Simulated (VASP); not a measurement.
# GaN (I-4m2) in VASP: further runs, part 2 of 2

VASP 6.6.1. Earlier steps stand in the parts before.

## Step 3: Single point, r2SCAN (strain -0.025 along x and y, +0.050 along z)

The input, POSCAR:

```
GaN
1.0
    0.0000000000      2.1971630923      2.3661756379
    2.1971630923      0.0000000000      2.3661756379
    2.1971630923      2.1971630923      0.0000000000
Ga N
1 1
Direct
    0.0000000000      0.0000000000      0.0000000000
    0.7500000000      0.7500000000      0.7500000000
```

The input, INCAR.step1:

```
SYSTEM = GaN
PREC = Accurate
ENCUT = 520
ISMEAR = 0
SIGMA = 0.05
LREAL = .FALSE.
LASPH = .TRUE.
NELM = 60
NBANDS = 16
GGA = PE
ALGO = Normal
EDIFF = 1E-4
LWAVE = .TRUE.
LCHARG = .FALSE.
```

The input, INCAR.step2:

```
SYSTEM = GaN
PREC = Accurate
ENCUT = 520
EDIFF = 1E-6
ISMEAR = 0
SIGMA = 0.05
LREAL = .FALSE.
LASPH = .TRUE.
NELM = 60
ALGO = Normal
ISIF = 2
LWAVE = .FALSE.
LCHARG = .FALSE.
METAGGA = R2SCAN
LMIXTAU = .TRUE.
NBANDS = 16
ISTART = 1
```

The input, KPOINTS:

```
regular mesh
0
G
  10 10 10
  0 0 0
```

Potentials or basis: VASP PAW PBE potentials, release 64 (Ga_d, N).

Started as:

```bash
cat potpaw_PBE.64/Ga_d/POTCAR potpaw_PBE.64/N/POTCAR > POTCAR
cp INCAR.step1 INCAR
mpirun -np 1 vasp_std > vasp.out
cp INCAR.step2 INCAR
mpirun -np 1 vasp_std > vasp.out
```

Run time: 53 s. Hardware: 1 thread of Intel Xeon 6975P-C (Granite Rapids), shared host; peak memory 0.17 GiB.

It converged, with:

* Free energy: -21.8588 eV
* Pressure: -0.1 GPa
* Band gap on the k mesh: 1.98 eV

Stress tensor (GPa, compression positive):
```
 3.76  0.00  0.00
 0.00  3.76  0.00
 0.00  0.00 -7.75
```

Levels at points of the mesh, in eV from the valence-band top:
| k point | band 7 | band 8 | band 9 | band 10 | band 11 | band 12 |
| --- | --- | --- | --- | --- | --- | --- |
| (0.00, 0.00, 0.00) | -0.40 | 0.00 | 0.00 | 1.98 | 10.84 | 10.84 |
| (0.50, 0.00, 0.00) | -7.28 | -1.43 | -0.82 | 4.88 | 9.33 | 10.54 |
| (0.50, 0.50, 0.00) | -6.89 | -2.52 | -2.52 | 4.02 | 7.91 | 11.77 |
| (0.50, 0.00, 0.50) | -6.07 | -3.10 | -3.07 | 3.50 | 6.72 | 12.78 |

Caveat: the cell differs from its parent crystal (strain -0.025 along x and y, +0.050 along z); the PAW data sets were made with another functional, which shifts forces and pressure a little.

## Step 4: Single point, r2SCAN (strain +0.000 along x and y, +0.025 along z)

The input, POSCAR:

```
GaN
1.0
    0.0000000000      2.2535006075      2.3098381227
    2.2535006075      0.0000000000      2.3098381227
    2.2535006075      2.2535006075      0.0000000000
Ga N
1 1
Direct
    0.0000000000      0.0000000000      0.0000000000
    0.7500000000      0.7500000000      0.7500000000
```

The input, INCAR.step1:

```
SYSTEM = GaN
ALGO     = Normal         ! electronic algorithm
EDIFF    = 1E-4           ! SCF threshold, eV
ENCUT    = 520            ! plane-wave cutoff, eV
GGA      = PE             ! functional
ISMEAR   = 0              ! smearing method
LASPH    = .True.         ! aspherical terms in the spheres
LCHARG   = .False.        ! write CHGCAR
LREAL    = .False.        ! projectors in reciprocal space
LWAVE    = .True.         ! write WAVECAR
NBANDS   = 16             ! bands
NELM     = 60             ! most SCF steps
PREC     = Accurate       ! precision mode
SIGMA    = 0.05           ! smearing width, eV
```

The input, INCAR.step2:

```
SYSTEM = GaN
ALGO     = Normal         ! electronic algorithm
EDIFF    = 1E-6           ! SCF threshold, eV
ENCUT    = 520            ! plane-wave cutoff, eV
ISIF     = 2              ! what is computed and relaxed
ISMEAR   = 0              ! smearing method
ISTART   = 1            
LASPH    = .True.         ! aspherical terms in the spheres
LCHARG   = .False.        ! write CHGCAR
LMIXTAU  = .True.       
LREAL    = .False.        ! projectors in reciprocal space
LWAVE    = .False.        ! write WAVECAR
METAGGA  = R2SCAN         ! meta-GGA
NBANDS   = 16             ! bands
NELM     = 60             ! most SCF steps
PREC     = Accurate       ! precision mode
SIGMA    = 0.05           ! smearing width, eV
```

The input, KPOINTS:

```
k-points
0
Gamma
  10 10 10
  0 0 0
```

Potentials or basis: VASP PAW PBE potentials, release 64 (Ga_d, N).

Started as:

```bash
cat potpaw_PBE.64/Ga_d/POTCAR potpaw_PBE.64/N/POTCAR > POTCAR
cp INCAR.step1 INCAR
mpirun -np 1 vasp_std > vasp.out
cp INCAR.step2 INCAR
mpirun -np 1 vasp_std > vasp.out
```

OUTCAR:

```text
SYSTEM = GaN
   EDIFF = 1E-6
   ENCUT = 520
   ISIF = 2
   ISMEAR = 0
   ISTART = 1
   LASPH = .True.
   LREAL = .False.
   METAGGA = R2SCAN
   NELM = 60
   PREC = Accurate

 ion  position               nearest neighbor table
   1  0.000  0.000  0.000-   2 1.97   2 1.97   2 1.97   2 1.97
   2  0.750  0.750  0.750-   1 1.97   1 1.97   1 1.97   1 1.97

  LATTYP: Found a body centered tetragonal cell.
 ALAT       =     3.1869311219
 C/A-ratio  =     1.4495689014

  Lattice vectors:

[... 642 lines left out ...]

------------------------ aborting loop because EDIFF is reached ----------------------------------------

  FORCE on cell =-STRESS in cart. coord.  units (eV):
  Direction    XX          YY          ZZ          XY          YZ          ZX
  --------------------------------------------------------------------------------------
  -------------------------------------------------------------------------------------
  Total       -0.5257940     -0.5257940     -1.0146399      0.0000000     -0.0000000      0.0000000
  in kB      -35.9086677    -35.9086677    -69.2939964      0.0000000     -0.0000000      0.0000000
  external PRESSURE =     -47.0371106 kB  Pullay stress =       0.0000000 kB

 VOLUME and BASIS-vectors are now :
 -----------------------------------------------------------------------------
  energy-cutoff  :      520.00
  volume of cell :       23.46
      direct lattice vectors                 reciprocal lattice vectors
     0.000000000  2.253500607  2.309838123    -0.221877020  0.221877020  0.216465386
     2.253500607  0.000000000  2.309838123     0.221877020 -0.221877020  0.216465386
     2.253500607  2.253500607  0.000000000     0.221877020  0.221877020 -0.216465386

 POSITION                                       TOTAL-FORCE (eV/Angst)
 -----------------------------------------------------------------------------------
      0.00000      0.00000      0.00000        -0.000000     -0.000000     -0.000000
      3.38025      3.38025      3.46476         0.000000      0.000000      0.000000
 -----------------------------------------------------------------------------------
    total drift:                               -0.000013     -0.000013     -0.000009

  FREE ENERGIE OF THE ION-ELECTRON SYSTEM (eV)
  ---------------------------------------------------
  free  energy   TOTEN  =       -21.8847386750 eV

  energy  without entropy=      -21.8847386750  energy(sigma->0) =      -21.88473868
```

It took 49 s on 1 thread of Intel Xeon 6975P-C (Granite Rapids), shared host; peak memory 0.17 GiB.

What came out:

```yaml
Free_energy: -21.8847 eV
Pressure: -4.7 GPa
Band_gap_on_the_k_mesh: 1.91 eV
```

Stress tensor (GPa, compression positive):
```
-3.59  0.00  0.00
 0.00 -3.59  0.00
 0.00  0.00 -6.93
```

Levels at points of the mesh, in eV from the valence-band top:
```csv
k point,band 7,band 8,band 9,band 10,band 11,band 12
"(0.00, 0.00, 0.00)",-0.12,0.00,0.00,1.91,10.78,10.78
"(0.50, 0.00, 0.00)",-7.03,-1.10,-0.91,4.93,9.27,10.66
"(0.50, 0.50, 0.00)",-6.33,-2.61,-2.61,3.83,7.31,12.12
"(0.50, 0.00, 0.50)",-6.06,-2.80,-2.79,3.67,6.91,12.46
```

Caveat: the cell differs from its parent crystal (strain +0.000 along x and y, +0.025 along z); the cell stands under tension; the PAW data sets were made with another functional, which shifts forces and pressure a little.

## Step 5: Summary

```tsv
cell	gap on the mesh (eV)	pressure (GPa)
a = 3.147, b = 3.147, c = 3.187 Å, angles 59.6, 59.6, 60.8°, 2 atoms	2.21	5.1
a = 3.229, b = 3.229, c = 3.107 Å, angles 61.2, 61.2, 57.5°, 2 atoms	1.98	-0.1
a = 3.227, b = 3.227, c = 3.187 Å, angles 60.4, 60.4, 59.2°, 2 atoms	1.91	-4.7
```

Alike in all rows: task single point; level r2SCAN; potentials or basis VASP PAW PBE potentials, release 64 (Ga_d, N); no spin polarisation; k mesh 10 × 10 × 10; cutoff (eV) 520; smearing gaussian 0.05 eV.

Caveats: the PAW data sets were made with another functional, which shifts forces and pressure a little; the cell stands under pressure (at least some runs); the cell stands under tension (at least some runs).

Total energies depend on the potentials used, so only differences within one code and one set of settings carry meaning.
